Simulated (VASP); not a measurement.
# PbSe (Fm-3m) in VASP: single point with PBE

Aim: the single point of PbSe with PBE.

All numbers are computed with VASP 6.6.1; they aren't measurements. Logs are shortened: lines on timing, memory, paths and dates and some standing lists are left out, and cuts for length are marked.

## 1. The cell of the first run

Symmetry: Fm-3m, No. 225, cubic system. The conventional cell has a = 6.177 Å, b = 6.177 Å, c = 6.177 Å, α = 90.00°, β = 90.00°, γ = 90.00°. Within 4.1 Å of Pb (site symmetry m-3m) lie 6 Se at 3.09 Å. Within 4.1 Å of Se (site symmetry m-3m) lie 6 Pb at 3.09 Å.

## 2. Single point, PBE, non-collinear spin, zero start, spin-orbit coupling

File INCAR:

```
PREC = Accurate ; ENCUT = 520
EDIFF = 1E-6 ; ISMEAR = -1
SIGMA = 0.02 ; LREAL = F
LASPH = T ; NELM = 150
ALGO = Normal ; ISIF = 2
LWAVE = F ; LCHARG = T
MAGMOM = 0 0 0 0 0 0 ; LORBIT = 11
LSORBIT = T ; GGA_COMPAT = F
LORBMOM = T ; GGA = PE
LVHAR = T ; NBANDS = 32
```

File KPOINTS:

```
Automatic mesh
0
Gamma
  8 8 8
```

File POSCAR:

```
PbSe
1.0
    0.0000000000      3.0887022193      3.0887022193
    3.0887022193      0.0000000000      3.0887022193
    3.0887022193      3.0887022193      0.0000000000
Pb Se
1 1
Direct
    0.0000000000      0.0000000000      0.0000000000
    0.5000000000      0.5000000000      0.5000000000
```

Potentials or basis: VASP PAW PBE potentials, release 64 (Pb_d, Se).

Command:

```bash
cat potpaw_PBE.64/Pb_d/POTCAR potpaw_PBE.64/Se/POTCAR > POTCAR
mpirun -np 1 vasp_ncl > vasp.out
```

OUTCAR:

```text
PREC = Accurate
   ENCUT = 520
   EDIFF = 1E-6
   ISMEAR = -1
   LREAL = F
   LASPH = T
   NELM = 150
   ISIF = 2
   LORBIT = 11
   LSORBIT = T
   GGA = PE

 ion  position               nearest neighbor table
   1  0.000  0.000  0.000-   2 3.09   2 3.09   2 3.09   2 3.09   2 3.09   2 3.09
   2  0.500  0.500  0.500-   1 3.09   1 3.09   1 3.09   1 3.09   1 3.09   1 3.09

  LATTYP: Found a face centered cubic cell.
 ALAT       =     6.1774044386

  Lattice vectors:

 A1 = (   0.0000000000,   3.0887022193,   3.0887022193)
 A2 = (   3.0887022193,   0.0000000000,   3.0887022193)
 A3 = (   3.0887022193,   3.0887022193,   0.0000000000)

Analysis of symmetry for initial positions (statically):
=====================================================================
 Subroutine PRICEL returns:
 Original cell was already a primitive cell.

 Routine SETGRP: Setting up the symmetry group for a
 face centered cubic supercell.

 Subroutine GETGRP returns: Found 48 space group operations
 (whereof 48 operations were pure point group operations)
 out of a pool of 48 trial point group operations.

The static configuration has the point symmetry O_h .

Analysis of symmetry for dynamics (positions and initial velocities):
=====================================================================
 Subroutine PRICEL returns:
 Original cell was already a primitive cell.

 Routine SETGRP: Setting up the symmetry group for a
 face centered cubic supercell.

 Subroutine GETGRP returns: Found 48 space group operations
 (whereof 48 operations were pure point group operations)
 out of a pool of 48 trial point group operations.

The dynamic configuration has the point symmetry O_h .

Analysis of structural, dynamic, and magnetic symmetry:
=====================================================================
 Subroutine PRICEL returns:
 Original cell was already a primitive cell.

 Routine SETGRP: Setting up the symmetry group for a
 face centered cubic supercell.

 Subroutine GETGRP returns: Found 48 space group operations
 (whereof 48 operations were pure point group operations)
 out of a pool of 48 trial point group operations.

The overall configuration has the point symmetry O_h .

 Subroutine INISYM returns: Found 48 space group operations
 (whereof 48 operations are pure point group operations),
 and found     1 'primitive' translations

----------------------------------------------------------------------------------------

                                     Primitive cell

  volume of cell :      58.9329

  direct lattice vectors                    reciprocal lattice vectors
     0.000000000  3.088702219  3.088702219    -0.161880286  0.161880286  0.161880286
     3.088702219  0.000000000  3.088702219     0.161880286 -0.161880286  0.161880286
     3.088702219  3.088702219  0.000000000     0.161880286  0.161880286 -0.161880286

  length of vectors
     4.368084569  4.368084569  4.368084569     0.280384881  0.280384881  0.280384881

  position of ions in fractional coordinates (direct lattice)
     0.000000000  0.000000000  0.000000000
     0.500000000  0.500000000  0.500000000

  ion indices of the primitive-cell ions
   primitive index   ion index
                 1           1
                 2           2

----------------------------------------------------------------------------------------

 KPOINTS: Automatic mesh

Automatic generation of k-mesh.
 Grid dimensions read from file:
 generate k-points for:    8    8    8

 Generating k-lattice:

  Cartesian coordinates                     Fractional coordinates (reciprocal lattice)
    -0.020235036  0.020235036  0.020235036     0.125000000  0.000000000  0.000000000
     0.020235036 -0.020235036  0.020235036     0.000000000  0.125000000  0.000000000
[... 89 lines left out ...]
  energy-cutoff  :      520.00
  volume of cell :       58.93
 maximum number of plane-waves:      3208
   NGX = 17   NGY = 17   NGZ = 17

 number of electron      19.9999993 magnetization       0.0000000      0.0000000      0.0000000

 number of electron      19.9999993 magnetization       0.0000000      0.0000000     -0.0000000

 number of electron      19.9999993 magnetization      -0.0000000     -0.0000000      0.0000000

 Free energy of the ion-electron system (eV)
  ---------------------------------------------------
  ext. energy  EPLUGINS =         0.00000000
  ---------------------------------------------------
  free energy    TOTEN  =        -8.61661091 eV

  energy without entropy =       -8.61618348  energy(sigma->0) =       -8.61639720

 E-fermi :   4.6986     XC(G=0):  -9.4012

 val. band max:        4.6931038297   @ k =   0.5000   0.0000   0.0000
 cond. band min:       4.7040367790   @ k =   0.5000   0.0000   0.0000
 fundamental gap:      0.0109329493
 Fermi energy:         4.6985703050

 k-point     1 :       0.0000    0.0000    0.0000
  band No.  band energies     occupation
      1     -13.5156      1.00000
      2     -13.5156      1.00000
      3     -13.5156      1.00000
      4     -13.5156      1.00000
      5     -10.9616      1.00000
      6     -10.9616      1.00000
[... 829 lines left out ...]
     31      15.5463      0.00000
     32      15.6042      0.00000

 [... further k-points ...]
[... 5 lines left out ...]
  --------------------------------------------------------------------------------------
  -------------------------------------------------------------------------------------
  Total        0.2627023      0.2627023      0.2627023      0.0000000      0.0000000     -0.0000000
  in kB        7.1419437      7.1419437      7.1419437      0.0000000      0.0000000     -0.0000000
  external PRESSURE =       7.1419437 kB  Pullay stress =       0.0000000 kB

 VOLUME and BASIS-vectors are now :
 -----------------------------------------------------------------------------
  energy-cutoff  :      520.00
  volume of cell :       58.93
      direct lattice vectors                 reciprocal lattice vectors
     0.000000000  3.088702219  3.088702219    -0.161880286  0.161880286  0.161880286
     3.088702219  0.000000000  3.088702219     0.161880286 -0.161880286  0.161880286
     3.088702219  3.088702219  0.000000000     0.161880286  0.161880286 -0.161880286

 POSITION                                       TOTAL-FORCE (eV/Angst)
 -----------------------------------------------------------------------------------
      0.00000      0.00000      0.00000         0.000000     -0.000000      0.000000
      3.08870      3.08870      3.08870        -0.000000      0.000000     -0.000000
 -----------------------------------------------------------------------------------
    total drift:                                0.000000     -0.000000     -0.000000

  FREE ENERGIE OF THE ION-ELECTRON SYSTEM (eV)
  ---------------------------------------------------
  free  energy   TOTEN  =        -8.6166109149 eV

  energy  without entropy=       -8.6161834802  energy(sigma->0) =       -8.61639720

 orbital moment (x)

 # of ion     p       d       tot
 ----------------------------------------
  1         0.000   0.000   0.000
  2        -0.000  -0.000  -0.000
 ----------------------------------------
           -0.000   0.000   0.000

 orbital moment (y)

 # of ion     p       d       tot
 ----------------------------------------
  1        -0.000  -0.000  -0.000
  2         0.000   0.000   0.000
 ----------------------------------------
           -0.000  -0.000  -0.000

 orbital moment (z)

 # of ion     p       d       tot
 ----------------------------------------
  1         0.000   0.000   0.000
  2         0.000   0.000   0.000
 ----------------------------------------
            0.000   0.000   0.000

 Spin-Orbit-Coupling matrix elements

 Ion:    1  E_soc:     -0.8396377
 l=   1
     0.0000000    -0.0730258    -0.0730258
    -0.0730258     0.0000000    -0.0730258
    -0.0730258    -0.0730258     0.0000000
 l=   2
     0.0000000    -0.0134328     0.0000000    -0.0134328    -0.0534811
    -0.0134328     0.0000000    -0.0401108    -0.0134328    -0.0133703
     0.0000000    -0.0401108     0.0000000    -0.0401108     0.0000000
    -0.0134328    -0.0134328    -0.0401108     0.0000000    -0.0133703
    -0.0534811    -0.0133703     0.0000000    -0.0133703     0.0000000
 l=   3
     0.0000000     0.0000000     0.0000000     0.0000000     0.0000000     0.0000000     0.0000000
     0.0000000     0.0000000     0.0000000     0.0000000     0.0000000     0.0000000     0.0000000
     0.0000000     0.0000000     0.0000000     0.0000000     0.0000000     0.0000000     0.0000000
     0.0000000     0.0000000     0.0000000     0.0000000     0.0000000     0.0000000     0.0000000
     0.0000000     0.0000000     0.0000000     0.0000000     0.0000000     0.0000000     0.0000000
     0.0000000     0.0000000     0.0000000     0.0000000     0.0000000     0.0000000     0.0000000
     0.0000000     0.0000000     0.0000000     0.0000000     0.0000000     0.0000000     0.0000000

 Ion:    2  E_soc:     -0.0491173
 l=   1
     0.0000000    -0.0082012    -0.0082012
    -0.0082012     0.0000000    -0.0082012
    -0.0082012    -0.0082012     0.0000000
 l=   2
     0.0000000    -0.0000019     0.0000000    -0.0000019     0.0000169
    -0.0000019     0.0000000     0.0000127    -0.0000019     0.0000042
     0.0000000     0.0000127     0.0000000     0.0000127     0.0000000
    -0.0000019    -0.0000019     0.0000127     0.0000000     0.0000042
     0.0000169     0.0000042     0.0000000     0.0000042     0.0000000
 l=   3
     0.0000000     0.0000000     0.0000000     0.0000000     0.0000000     0.0000000     0.0000000
     0.0000000     0.0000000     0.0000000     0.0000000     0.0000000     0.0000000     0.0000000
     0.0000000     0.0000000     0.0000000     0.0000000     0.0000000     0.0000000     0.0000000
     0.0000000     0.0000000     0.0000000     0.0000000     0.0000000     0.0000000     0.0000000
     0.0000000     0.0000000     0.0000000     0.0000000     0.0000000     0.0000000     0.0000000
     0.0000000     0.0000000     0.0000000     0.0000000     0.0000000     0.0000000     0.0000000
     0.0000000     0.0000000     0.0000000     0.0000000     0.0000000     0.0000000     0.0000000

 total charge

# of ion       s       p       d       tot
------------------------------------------
    1        1.467   0.546   9.840  11.853
    2        1.470   2.313   0.016   3.799
--------------------------------------------------
tot          2.936   2.859   9.856  15.651

 magnetization (x)

# of ion       s       p       d       tot
------------------------------------------
    1        0.000   0.000   0.000   0.000
    2        0.000   0.000  -0.000   0.000
--------------------------------------------------
tot          0.000   0.000   0.000   0.000

 magnetization (y)

# of ion       s       p       d       tot
------------------------------------------
    1        0.000   0.000  -0.000   0.000
    2        0.000   0.000  -0.000   0.000
--------------------------------------------------
tot          0.000   0.000  -0.000   0.000

 magnetization (z)

# of ion       s       p       d       tot
------------------------------------------
    1        0.000   0.000   0.000   0.000
    2       -0.000   0.000  -0.000  -0.000
--------------------------------------------------
tot          0.000   0.000   0.000   0.000
```

It took 1.9 min on 1 thread of Intel Xeon 6975P-C, shared host; peak memory 0.35 GiB.

What came out:

```yaml
Free_energy: -8.6166 eV
Pressure: 0.7 GPa
Net_moment: 0.00 μB per cell
Valence_electrons_inside_the_program's_atomic_spheres: Pb 11.85; Se 3.80
```

Moments on the atoms (μB; x, y, z):
```
Pb  0.00 0.00 0.00
Se  0.00 0.00 0.00
```
